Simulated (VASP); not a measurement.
Wanted: the native input for a VASP 6.6.1 run.

```yaml
Task: relaxation of cell and atoms
Functional: PBE
Potentials_or_basis: VASP PAW PBE potentials, release 64 (B, N)
Cutoff: 600 eV
k_mesh: 10 × 10 × 10
Occupations: gaussian, width 0.1 eV
Spin: no spin polarisation
Target_pressure: 102 GPa
Dipole_correction: no
Further_INCAR_settings: ALGO = Normal; EDIFF = 1e-07; IBRION = 2; EDIFFG = -0.05; NSW = 80; ISIF = 3
```

The structure of BN (Qingsongite) lies in POSCAR:

```
BN
1.0
    0.0000000000      1.8075000000      1.8075000000
    1.8075000000      0.0000000000      1.8075000000
    1.8075000000      1.8075000000      0.0000000000
B N
1 1
Direct
    0.0000000000      0.0000000000      0.0000000000
    0.2500000000      0.2500000000      0.2500000000
```

These files were run (other wordings do the same):

INCAR

```
SYSTEM = BN
ALGO     = Normal         ! electronic algorithm
EDIFF    = 1E-7           ! SCF threshold, eV
EDIFFG   = -0.05          ! ionic threshold
ENCUT    = 600            ! plane-wave cutoff, eV
GGA      = PE             ! functional
GGA_COMPAT= .False.      
IBRION   = 2              ! ionic algorithm
ISIF     = 3              ! what is computed and relaxed
ISMEAR   = 0              ! smearing method
LASPH    = .True.         ! aspherical terms in the spheres
LCHARG   = .False.        ! write CHGCAR
LREAL    = .False.        ! projectors in reciprocal space
LWAVE    = .False.        ! write WAVECAR
NELM     = 120            ! most SCF steps
NELMIN   = 4            
NSW      = 80             ! ionic steps
PREC     = Accurate       ! precision mode
PSTRESS  = 1020.0       
SIGMA    = 0.1            ! smearing width, eV
```

KPOINTS

```
k-points
0
Gamma
  10 10 10
  0 0 0
```

Potentials or basis: VASP PAW PBE potentials, release 64 (B, N).

The run is started by

```console
$ cat potpaw_PBE.64/B/POTCAR potpaw_PBE.64/N/POTCAR > POTCAR
$ mpirun -np 1 vasp_std > vasp.out
```

It gave:

```
Relaxed volume                                         : 4.91 Å³/atom
Relaxed cell                                           : a = 2.404 Å, b = 2.404 Å, c = 2.404 Å, α = 60.00°, β = 60.00°, γ = 60.00°
Space group after relaxing (to 0.05 Å)                 : F-43m (No. 216)
Energy change on relaxing (the enthalpy is what falls) : +285.0 meV/atom
Ionic steps                                            : 5
Pressure after relaxing                                : 102.0 GPa
Band gap on the k mesh                                 : 4.63 eV, indirect (least direct gap 9.70 eV)
```

Caveat: the cell is relaxed towards a set pressure, so the enthalpy falls and the energy may rise; the volume moved by over 15 % at a fixed basis, so the end points are rough.

Run time: 53 s on 1 thread of Intel Xeon 8259CL, on a shared host, peak memory 0.12 GiB.
